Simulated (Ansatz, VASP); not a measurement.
**BiPt: VASP beside Ansatz**

Contents of INCAR:

```
SYSTEM = BiPt
PREC = Accurate
ENCUT = 520
EDIFF = 1E-8
ISMEAR = -1
SIGMA = 0.05
LREAL = .FALSE.
LASPH = .TRUE.
NELM = 60
ALGO = Normal
ISIF = 2
LWAVE = .FALSE.
LCHARG = .FALSE.
GGA = CA
LEFG = .TRUE.
NBANDS = 33
```

KPOINTS

```
Automatic mesh
0
G
  9 9 6
  0 0 0
```

POSCAR

```
BiPt
1.0
    4.2287001624      0.0000000000      0.0000000000
   -2.1143500812      3.6621617656      0.0000000000
    0.0000000000      0.0000000000      5.4900000000
Bi Pt
2 2
Direct
    0.3333333333      0.6666666667      0.2500000000
    0.6666666667      0.3333333333      0.7500000000
    0.0000000000      0.0000000000      0.0000000000
    0.0000000000      0.0000000000      0.5000000000
```

Input for Ansatz:

```yaml
crystal:
  lattice:
    - [4.2287001624, 0.0, 0.0]
    - [-2.1143500812, 3.6621617656, 0.0]
    - [0.0, 0.0, 5.49]
  atoms:
    - { symbol: Bi, position: [0.3333333333, 0.6666666667, 0.25] }
    - { symbol: Bi, position: [0.6666666667, 0.3333333333, 0.75] }
    - { symbol: Pt, position: [0.0, 0.0, 0.0] }
    - { symbol: Pt, position: [0.0, 0.0, 0.5] }
kpoints:
  mp_grid: { grid: [9, 9, 6] }
scf:
  occupations: { method: fermi_dirac, width: 0.05 }
hamiltonian:
  xc: lda
  pseudopotentials: { kind: paw }
output:
  forces: true
  stress: true
  eigenvalues: true
  efg: { contact_densities: true }
```

Change from the starting cell: equal xx and yy strain of -2 %, PAW files.

Alike in both runs: task electric field gradients; functional LDA; k mesh 9 × 9 × 6; occupations fermi-dirac, width 0.05 eV; no spin polarisation.

|  | VASP | Ansatz |
| --- | --- | --- |
| version | VASP 6.6.1 | Ansatz 0.2.0 |
| potentials or method | VASP PAW LDA potentials, release 64 (Bi_d, Pt) | PAW with Ansatz's default frozen-core files, scalar-relativistic |
| plane-wave cutoff (eV) | 520 | 420 |
| valence electrons in the cell | 50 | 66 |

VASP gave:

| Quantity | Value |
| --- | --- |
| pressure (GPa) | 5.9 |
| traceless stress, the component that is largest in VASP (GPa) | -1.79 |
| size of Vzz on the site where it differs most (V/Å²) | 157.9 |

Task: Which values does Ansatz return?

Result: Pressure (GPa): 5.5; traceless stress, the component that is largest in VASP (GPa): -1.90; size of Vzz on the site where it differs most (V/Å²): 100.0.

LDA's correlation is that of Perdew and Zunger in VASP and of Perdew and Wang (1992) in Ansatz. VASP's potentials hold 50 valence electrons a cell and Ansatz's 66, so a difference there can come from the potentials and not from the codes.

Spin-orbit coupling is off throughout.
